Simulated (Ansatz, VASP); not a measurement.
Ga: VASP beside Ansatz

File INCAR:

```
SYSTEM = Ga
  PREC = Accurate
  ENCUT = 520
  EDIFF = 1E-7
  ISMEAR = -1
  SIGMA = 0.1
  LREAL = .False.
  LASPH = .True.
  NELM = 80
  ALGO = Normal
  ISIF = 2
  LWAVE = .False.
  LCHARG = .False.
  GGA = RP
  NBANDS = 26
```

The input KPOINTS:

```
Automatic mesh
0
Gamma
  9 9 12
  0 0 0
```

File POSCAR:

```
Ga
1.0
    4.6345298167      0.0000000000      0.0000000000
   -2.3172649084      4.0136205558      0.0000000000
    0.0000000000      0.0000000000      2.9757281436
Ga
3
Direct
    0.0000000000      0.0000000000      0.0000000000
    0.3333333333      0.6666666667      0.5000000000
    0.6666666667      0.3333333333      0.5000000000
```

Input for Ansatz:

```yaml
crystal:
  lattice:
    - [4.6345298167, 0.0, 0.0]
    - [-2.3172649084, 4.0136205558, 0.0]
    - [0.0, 0.0, 2.9757281436]
  atoms:
    - { symbol: Ga, position: [0.0, 0.0, 0.0] }
    - { symbol: Ga, position: [0.3333333333, 0.6666666667, 0.5] }
    - { symbol: Ga, position: [0.6666666667, 0.3333333333, 0.5] }
hamiltonian:
  xc: rpbe
  pseudopotentials:
    kind: paw
    azcp:
      Ga: "pseudopotentials/Ga.paw.azcp"
basis:
  ecutwfc: 420
  fft_grid_basis: typed
kpoints:
  mp_grid: { grid: [9, 9, 12], shift: [0, 0, 0] }
magnetization:
  spin_polarized: false
scf:
  occupations: { method: fermi_dirac, width: 0.1 }
  lower_state_search: "off"
output:
  stress: true
```

Alike in both runs: task single point; functional RPBE; k mesh 9 × 9 × 12; occupations fermi-dirac, width 0.1 eV; no spin polarisation.

```csv
,VASP,Ansatz
version,VASP 6.6.1,Ansatz 0.2.0
potentials or method,"VASP PAW PBE potentials, release 64 (Ga_d), cutoff 520 eV","plane waves (420 eV) with PAW, scalar-relativistic"
valence electrons in the cell,39,39
```

VASP gave:

| Property | Result |
| --- | --- |
| pressure (GPa) | 4.6 |
| traceless stress, the component that is largest in VASP (GPa) | -0.67 |

Question: What did Ansatz give for the same quantities?

Answer: Pressure (GPa): 4.4; traceless stress, the component that is largest in VASP (GPa): -0.63.

VASP's potentials were made for PBE, not for RPBE. The functional is the same, so the differences come from potentials, cutoffs and numerics.
